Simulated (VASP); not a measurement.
**InP: single point with PBE**

Crystal: InP.

```
In P
1.0
     0.00000    2.73752    2.73752
     2.73752    0.00000    2.73752
     2.73752    2.73752    0.00000
In P
1 1
Cartesian
  0.0000 0.0000 0.0000
  2.7375 2.7375 2.7375
```

| Item | Value |
| --- | --- |
| Program | VASP 6.6.1 |
| Task | single point |
| Functional | PBE |
| Potentials or basis | VASP PAW PBE potentials, release 64 (In_d, P) |
| Cutoff | 520 eV |
| k mesh | 14 × 14 × 14 |
| Occupations | fermi-dirac, width 0.15 eV |
| Spin | no spin polarisation |
| Dipole correction | no |
| Further INCAR settings | ALGO = Normal; EDIFF = 1e-07; NBANDS = 16 |

| Item | Value |
| --- | --- |
| Pressure | 3.0 GPa |
| Band gap on the k mesh | zero (bands 9 and 10 overlap by 2.76 eV) |

Levels at points of the mesh, in eV from the Fermi level:
| k point | band 7 | band 8 | band 9 | band 10 | band 11 | band 12 |
| --- | --- | --- | --- | --- | --- | --- |
| (0.00, 0.00, 0.00) | -0.34 | -0.34 | -0.34 | 0.78 | 7.08 | 7.08 |
| (0.50, 0.00, 0.00) | -6.84 | 0.12 | 0.12 | 2.48 | 3.37 | 3.37 |
| (0.50, 0.50, 0.00) | -5.19 | -2.49 | -2.48 | -2.48 | 3.74 | 10.14 |

It took 2.2 min on 1 thread of Intel Xeon 8259CL (shared host), peak memory 0.21 GiB.

Caveat: spin-orbit coupling is left out, which moves the levels of the heavy elements.
